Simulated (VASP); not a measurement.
# W in VASP: notebook

W is run at these levels: LDA, PBEsol; tasks: single point.

Program: VASP 6.6.1. These are calculated values, not measurements. Logs are shortened: lines on timing, memory, paths and dates and some standing lists are left out, and cuts for length are marked.

## (1) The cell of the first run

The cell holds a slab with vacuum, 9 atoms: a = 3.135 Å, b = 3.135 Å, c = 28.541 Å, α = 90.00°, β = 90.00°, γ = 90.00°.

## (2) Single point, LDA

INCAR

```
SYSTEM = W
PREC = Accurate
ENCUT = 520
EDIFF = 1E-6
ISMEAR = 1
SIGMA = 0.1
LREAL = .False.
LASPH = .True.
NELM = 80
ALGO = Normal
ISIF = 2
LWAVE = .False.
LCHARG = .True.
LDIPOL = .True.
IDIPOL = 3
DIPOL = 0.5 0.5 0.500
GGA = CA
LELF = .True.
LVHAR = .True.
LVACPOTAV = .True.
NBANDS = 73
```

KPOINTS

```
regular mesh
0
Gamma
  11 11 1
  0 0 0
```

POSCAR

```
W
1.0
    3.1352968600      0.0000000000      0.0000000000
    0.0000000000      3.1352968600      0.0000000000
    0.0000000000      0.0000000000     28.5411874390
W
9
Direct
    0.0000000000      0.0000000000      0.2860936569
    0.5000000000      0.5000000000      0.3345372051
    0.0000000000      0.0000000000      0.3907941039
    0.5000000000      0.5000000000      0.4452520071
    0.0000000000      0.0000000000      0.4999999999
    0.5000000000      0.5000000000      0.5547479915
    0.0000000000      0.0000000000      0.6092058929
    0.5000000000      0.5000000000      0.6654627964
    0.0000000000      0.0000000000      0.7139063463
```

Potentials or basis: VASP PAW LDA potentials, release 64 (W_sv).

Command:

```bash
$ cat potpaw_LDA.64/W_sv/POTCAR > POTCAR
$ mpirun -np 1 vasp_std > vasp.out
```

OUTCAR:

```text
SYSTEM = W
   PREC = Accurate
   ENCUT = 520
   EDIFF = 1E-6
   ISMEAR = 1
   LREAL = .False.
   LASPH = .True.
   NELM = 80
   ISIF = 2
   GGA = CA

 ion  position               nearest neighbor table
   1  0.000  0.000  0.286-   2 2.61   2 2.61   2 2.61   2 2.61   3 2.99
   2  0.500  0.500  0.335-   1 2.61   1 2.61   1 2.61   1 2.61   3 2.74   3 2.74   3 2.74   3 2.74
                             4 3.16
   3  0.000  0.000  0.391-   4 2.71   4 2.71   4 2.71   4 2.71   2 2.74   2 2.74   2 2.74   2 2.74
                             1 2.99   5 3.12
   4  0.500  0.500  0.445-   3 2.71   3 2.71   3 2.71   3 2.71   5 2.71   5 2.71   5 2.71   5 2.71
                             6 3.13   2 3.16
   5  0.000  0.000  0.500-   6 2.71   6 2.71   6 2.71   6 2.71   4 2.71   4 2.71   4 2.71   4 2.71
                             7 3.12   3 3.12
   6  0.500  0.500  0.555-   7 2.71   7 2.71   7 2.71   7 2.71   5 2.71   5 2.71   5 2.71   5 2.71
                             4 3.13   8 3.16
   7  0.000  0.000  0.609-   6 2.71   6 2.71   6 2.71   6 2.71   8 2.74   8 2.74   8 2.74   8 2.74
                             9 2.99   5 3.12
   8  0.500  0.500  0.665-   9 2.61   9 2.61   9 2.61   9 2.61   7 2.74   7 2.74   7 2.74   7 2.74
                             6 3.16
   9  0.000  0.000  0.714-   8 2.61   8 2.61   8 2.61   8 2.61   7 2.99

  LATTYP: Found a simple tetragonal cell.
 ALAT       =     3.1352968600
 C/A-ratio  =     9.1031850295

  Lattice vectors:

 A1 = (   3.1352968600,   0.0000000000,   0.0000000000)
 A2 = (   0.0000000000,   3.1352968600,   0.0000000000)
 A3 = (   0.0000000000,   0.0000000000,  28.5411874390)

Analysis of symmetry for initial positions (statically):
=====================================================================
 Subroutine PRICEL returns:
 Original cell was already a primitive cell.

 Routine SETGRP: Setting up the symmetry group for a
 simple tetragonal supercell.

 Subroutine GETGRP returns: Found 16 space group operations
 (whereof 16 operations were pure point group operations)
 out of a pool of 16 trial point group operations.

The static configuration has the point symmetry D_4h.

Analysis of symmetry for dynamics (positions and initial velocities):
=====================================================================
 Subroutine PRICEL returns:
 Original cell was already a primitive cell.

 Routine SETGRP: Setting up the symmetry group for a
 simple tetragonal supercell.

 Subroutine GETGRP returns: Found 16 space group operations
 (whereof 16 operations were pure point group operations)
 out of a pool of 16 trial point group operations.

The dynamic configuration has the point symmetry D_4h.

 Subroutine INISYM returns: Found 16 space group operations
 (whereof 16 operations are pure point group operations),
 and found     1 'primitive' translations

----------------------------------------------------------------------------------------

                                     Primitive cell

  volume of cell :     280.5623

  direct lattice vectors                    reciprocal lattice vectors
     3.135296860  0.000000000  0.000000000     0.318949064  0.000000000  0.000000000
     0.000000000  3.135296860  0.000000000     0.000000000  0.318949064  0.000000000
     0.000000000  0.000000000 28.541187439     0.000000000  0.000000000  0.035037085

  length of vectors
     3.135296860  3.135296860 28.541187439     0.318949064  0.318949064  0.035037085

  position of ions in fractional coordinates (direct lattice)
     0.000000000  0.000000000  0.286093657
     0.500000000  0.500000000  0.334537205
     0.000000000  0.000000000  0.390794104
     0.500000000  0.500000000  0.445252007
     0.000000000  0.000000000  0.500000000
     0.500000000  0.500000000  0.554747992
     0.000000000  0.000000000  0.609205893
     0.500000000  0.500000000  0.665462796
     0.000000000  0.000000000  0.713906346

  ion indices of the primitive-cell ions
   primitive index   ion index
                 1           1
                 2           2
                 3           3
                 4           4
                 5           5
                 6           6
                 7           7
                 8           8
                 9           9

----------------------------------------------------------------------------------------

 KPOINTS: regular mesh

Automatic generation of k-mesh.
 Grid dimensions read from file:
 generate k-points for:   11   11    1

 Generating k-lattice:

  Cartesian coordinates                     Fractional coordinates (reciprocal lattice)
     0.028995369  0.000000000  0.000000000     0.090909091  0.000000000  0.000000000
     0.000000000  0.028995369  0.000000000     0.000000000  0.090909091  0.000000000
     0.000000000  0.000000000  0.035037085     0.000000000  0.000000000  1.000000000

  Length of vectors
     0.028995369  0.028995369  0.035037085

  Shift w.r.t. Gamma in fractional coordinates (k-lattice)
     0.000000000  0.000000000  0.000000000

 Subroutine IBZKPT returns following result:
 ===========================================

 Found     21 irreducible k-points:

 Following reciprocal coordinates:
            Coordinates               Weight
  0.000000  0.000000  0.000000      1.000000
  0.090909  0.000000  0.000000      4.000000
  0.181818  0.000000  0.000000      4.000000
  0.272727  0.000000  0.000000      4.000000
  0.363636  0.000000  0.000000      4.000000
  0.454545  0.000000  0.000000      4.000000
[... 13 lines left out ...]
  0.454545  0.363636  0.000000      8.000000
  0.454545  0.454545  0.000000      4.000000
   k-points           NKPTS =     21   k-points in BZ     NKDIM =     21   number of bands    NBANDS=     73
   number of dos      NEDOS =    301   number of ions     NIONS =      9
   total plane-waves  NPLWV = 124416
   dimension x,y,z NGX =    24 NGY =   24 NGZ =  216
   dimension x,y,z NGXF=    48 NGYF=   48 NGZF=  432
   ions per type =               9
   NGX,Y,Z   is equivalent  to a cutoff of  12.73, 12.73, 12.58 a.u.
   NGXF,Y,Z  is equivalent  to a cutoff of  25.45, 25.45, 25.16 a.u.
 SYSTEM =  W
   PREC   = accura    normal or accurate (medium, high low for compatibility)
   ISTART =      0    job   : 0-new  1-cont  2-samecut
   ICHARG =      2    charge: 1-file 2-atom 10-const
   ISPIN  =      1    spin polarized calculation?
   LNONCOLLINEAR =      F non collinear calculations
   LSORBIT =      F    spin-orbit coupling
   LASPH  =      T    aspherical Exc in radial PAW
   ENCUT  =  520.0 eV  38.22 Ry    6.18 a.u.   5.83  5.83 53.07*2*pi/ulx,y,z
   NELM   =     80;   NELMIN=  2; NELMDL= -5     # of ELM steps
   EDIFF  = 0.1E-05   stopping-criterion for ELM
   LREAL  =      F    real-space projection
   EDIFFG = 0.1E-04   stopping-criterion for IOM
   NSW    =      0    number of steps for IOM
   IBRION =     -1    ionic relax: 0-MD 1-quasi-New 2-CG
   NFREE  =      0    steps in history (QN), initial steepest desc. (CG)
   ISIF   =      2    stress and relaxation
   ISYM   =      2    0-nonsym 1-usesym 2-fastsym
   POTIM  = 0.5000    time-step for ionic-motion
   TEBEG  =    0.0;   TEEND  =   0.0 temperature during run
   PSTRESS=    0.0 pullay stress
   NELECT =     126.0000    total number of electrons
   NUPDOWN=      -1.0000    fix difference up-down
   EMIN   =  10.00;   EMAX   =-10.00  energy-range for DOS
   EFERMI =   0.00;   METHOD = LEGACY
   ISMEAR =     1;   SIGMA  =   0.10  broadening in eV -4-tet -1-fermi 0-gaus
   EFERMI_NEDOS =   21; number of points for ismear=-14 and -15
   IALGO  =     38    algorithm
   IMIX   =      4    mixing-type and parameters
     AMIX     =   0.40;   BMIX     =  1.00
     AMIX_MAG =   1.60;   BMIX_MAG =  1.00
  volume/ion in A,a.u.               =      31.17       210.37
  Fermi-wavevector in a.u.,A,eV,Ry     =   1.253685  2.369122 21.384644  1.571727
  Thomas-Fermi vector in A             =   2.387526
   LORBIT       =      0    0 simple, 1 ext, 2 COOP (PROOUT), +10 PAW based schemes
   GGA     = CA    functional components
   LHFCALC =     F    Hartree Fock is set to
   AEXX    =    0.0000 exact exchange contribution
   IVDW    =     0    specifies the selected vdW correction
   LEPSILON=     F    determine dielectric tensor
   LRPA    =     F    only Hartree local field effects (RPA)
 non-spin polarized calculation
 Methfessel and Paxton  Order N= 1 SIGMA  =   0.10
  energy-cutoff  :      520.00
  volume of cell :      280.56
 maximum number of plane-waves:      7620
 NGX is ok and might be reduce to    24
   NGX = 11   NGY = 11   NGZ =107

 dipolmoment           0.000000      0.000000     -0.000000 electrons x Angstroem

 number of electron     126.0000016 magnetization

 dipolmoment           0.000000      0.000000      0.000000 electrons x Angstroem

 Free energy of the ion-electron system (eV)
  ---------------------------------------------------
  ext. energy  EPLUGINS =         0.00000000
  ---------------------------------------------------
  free energy    TOTEN  =      -121.54790430 eV

  energy without entropy =     -121.55368816  energy(sigma->0) =     -121.54983225

 E-fermi :   3.5427     XC(G=0):  -7.7404

 val. band max:        3.5193462363   @ k =   0.4545   0.4545   0.0000
 cond. band min:       3.5872734704   @ k =   0.2727   0.2727   0.0000
 fundamental gap:      0.0679272342
 Fermi energy:         3.5427077965

 k-point     1 :       0.0000    0.0000    0.0000
  band No.  band energies     occupation
      1     -70.0770      2.00000
      2     -70.0194      2.00000
      3     -69.9984      2.00000
      4     -69.8248      2.00000
      5     -69.8130      2.00000
      6     -69.7901      2.00000
[... 65 lines left out ...]
     72       5.1276     -0.00000
     73       5.4279     -0.00000
[... 1518 lines left out ...]
     72       6.5229      0.00000
     73       6.8189      0.00000

------------------------ aborting loop because EDIFF is reached ----------------------------------------

  FORCE on cell =-STRESS in cart. coord.  units (eV):
  Direction    XX          YY          ZZ          XY          YZ          ZX
  --------------------------------------------------------------------------------------
  -------------------------------------------------------------------------------------
  Total       -1.7515176     -1.7515176      1.4452704      0.0000000     -0.0000000      0.0000000
  in kB      -10.0022042    -10.0022042      8.2533512      0.0000000     -0.0000000      0.0000000
  external PRESSURE =      -3.9170191 kB  Pullay stress =       0.0000000 kB

 VOLUME and BASIS-vectors are now :
 -----------------------------------------------------------------------------
  energy-cutoff  :      520.00
  volume of cell :      280.56
      direct lattice vectors                 reciprocal lattice vectors
     3.135296860  0.000000000  0.000000000     0.318949064  0.000000000  0.000000000
     0.000000000  3.135296860  0.000000000     0.000000000  0.318949064  0.000000000
     0.000000000  0.000000000 28.541187439     0.000000000  0.000000000  0.035037085

 POSITION                                       TOTAL-FORCE (eV/Angst)
 -----------------------------------------------------------------------------------
      0.00000      0.00000      8.16545         0.000000      0.000000     -0.140957
      1.56765      1.56765      9.54809         0.000000      0.000000      0.015258
      0.00000      0.00000     11.15373         0.000000      0.000000     -0.004955
      1.56765      1.56765     12.70802        -0.000000     -0.000000      0.018579
      0.00000      0.00000     14.27059         0.000000      0.000000      0.000000
      1.56765      1.56765     15.83317         0.000000     -0.000000     -0.018579
      0.00000      0.00000     17.38746         0.000000      0.000000      0.004955
      1.56765      1.56765     18.99310         0.000000      0.000000     -0.015258
      0.00000      0.00000     20.37573        -0.000000      0.000000      0.140957
 -----------------------------------------------------------------------------------
    total drift:                                0.000000     -0.000000      0.000008

  FREE ENERGIE OF THE ION-ELECTRON SYSTEM (eV)
  ---------------------------------------------------
  free  energy   TOTEN  =      -121.5479042979 eV

  energy  without entropy=     -121.5536881584  energy(sigma->0) =     -121.54983225

 vacuum level on the upper side and lower side of the slab         7.992         7.992
```

Wall time 18 min (1 thread of Intel Xeon 8259CL, shared host); peak memory 0.45 GiB.

What came out:

- Free energy: -121.5479 eV
- Largest force: 0.141 eV/Å
- Band gap on the k mesh: zero (bands 63 and 64 overlap by 1.91 eV)

Forces in eV/Å, atoms in the order of the input:
```
W    0.000  0.000 -0.141
W    0.000  0.000  0.015
W    0.000  0.000 -0.005
W    0.000  0.000  0.019
W    0.000  0.000  0.000
W    0.000  0.000 -0.019
W    0.000  0.000  0.005
W    0.000  0.000 -0.015
W    0.000  0.000  0.141
```

Levels at points of the mesh, in eV from the Fermi level:
```
           k point  band 60  band 61  band 62  band 63  band 64  band 65  band 66  band 67
(0.00, 0.00, 0.00)    -0.53    -0.53    -0.40    -0.22    -0.21    -0.07    -0.07     0.33
```

Caveat: spin-orbit coupling is left out, which moves the levels of the heavy elements.

## (3) Single point, PBEsol

This run uses another cell than the first one.

INCAR

```
PREC = Accurate
ENCUT = 520
EDIFF = 1E-7
ISMEAR = 1
SIGMA = 0.1
LREAL = False
LASPH = True
NELM = 100
ALGO = Normal
ISIF = 2
LWAVE = False
LCHARG = True
LDIPOL = True
IDIPOL = 3
DIPOL = 0.5 0.5 0.500
GGA = PS
LELF = True
LVHAR = True
LVACPOTAV = True
NBANDS = 73
```

KPOINTS

```
regular mesh
0
Gamma
  10 10 1
```

POSCAR

```
W
1.0
    3.1544505420      0.0000000000      0.0000000000
    0.0000000000      3.1544505420      0.0000000000
    0.0000000000      0.0000000000     28.6178021660
W
9
Direct
    0.0000000000      0.0000000000      0.2795462752
    0.5000000000      0.5000000000      0.3346597064
    0.0000000000      0.0000000000      0.3897731376
    0.5000000000      0.5000000000      0.4448865688
    0.0000000000      0.0000000000      0.5000000000
    0.5000000000      0.5000000000      0.5551134312
    0.0000000000      0.0000000000      0.6102268624
    0.5000000000      0.5000000000      0.6653402936
    0.0000000000      0.0000000000      0.7204537248
```

Potentials or basis: VASP PAW PBE potentials, release 64 (W_sv).

Command:

```bash
$ cat potpaw_PBE.64/W_sv/POTCAR > POTCAR
$ mpirun -np 1 vasp_std > vasp.out
```

Wall time 36 min (1 thread of Intel Xeon 8259CL, shared host); peak memory 0.52 GiB.

Results (log left out):

```
Free energy            : -118.4752 eV
Largest force          : 1.783 eV/Å
Band gap on the k mesh : zero (bands 63 and 64 overlap by 2.15 eV)
```

Forces on the atoms (eV/Å):
```
W    0.000  0.000  1.783
W    0.000  0.000 -1.714
W    0.000  0.000 -0.028
W    0.000  0.000  0.011
W    0.000  0.000  0.000
W    0.000  0.000 -0.011
W    0.000  0.000  0.028
W    0.000  0.000  1.714
W    0.000  0.000 -1.783
```

Levels at points of the mesh, in eV from the Fermi level:
| k point | band 59 | band 60 | band 61 | band 62 | band 63 | band 64 | band 65 | band 66 | band 67 | band 68 |
| --- | --- | --- | --- | --- | --- | --- | --- | --- | --- | --- |
| (0.00, 0.00, 0.00) | -0.64 | -0.61 | -0.61 | -0.30 | -0.29 | -0.08 | -0.08 | -0.03 | -0.01 | 0.76 |
| (0.50, 0.00, 0.00) | -0.73 | -0.61 | -0.36 | -0.29 | -0.09 | 0.06 | 0.16 | 0.72 | 0.93 | 0.97 |
| (0.50, 0.50, 0.00) | -0.90 | 0.13 | 0.13 | 1.92 | 1.94 | 2.14 | 2.14 | 2.23 | 2.23 | 2.36 |

Caveat: the PAW data sets were made with another functional, which shifts forces and pressure a little; spin-orbit coupling is left out, which moves the levels of the heavy elements.

The gap in the log of VASP goes by the Fermi energy; the results here count the filled bands.